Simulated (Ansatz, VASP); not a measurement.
# Ti: VASP beside Ansatz

```xyz
3
Lattice="4.5674 0.0000 0.0000 -2.2837 3.9555 0.0000 0.0000 0.0000 2.8262" Properties=species:S:1:pos:R:3 pbc="T T T"
Ti    2.2837    1.3185    1.4131
Ti    0.0000    2.6370    1.4131
Ti    0.0000    0.0000    0.0000
```

Alike in both runs: task relaxation of cell and atoms; functional PBEsol; k mesh 7 × 7 × 9; occupations fermi-dirac, width 0.05 eV; no spin polarisation.

|  | VASP | Ansatz |
| --- | --- | --- |
| version | VASP 6.6.1 | Ansatz 0.2.0 |
| potentials or method | VASP PAW PBE potentials, release 64 (Ti_sv) | Ansatz PAW |
| plane-wave cutoff (eV) | 600 | 420 |
| valence electrons in the cell | 36 | 36 |

|  | VASP | Ansatz | Ansatz less VASP |
| --- | --- | --- | --- |
| gap on the k mesh at the Fermi level, each at its own relaxed structure (eV) | none | none | - |
| relaxed volume (Å³/atom) | 16.44 | 16.47 | +0.027 |
| relaxed cell length with the largest relative difference (Å) | 4.513 | 4.516 | +0.0032 |

VASP's potentials were made for PBE, not for PBEsol. A gap of «none» marks a metal or a gap that the smearing closes.

Noted on Ansatz's run: the plane-wave basis is chosen anew once the cell has moved, so the energies of steps on either side of that aren't comparable.
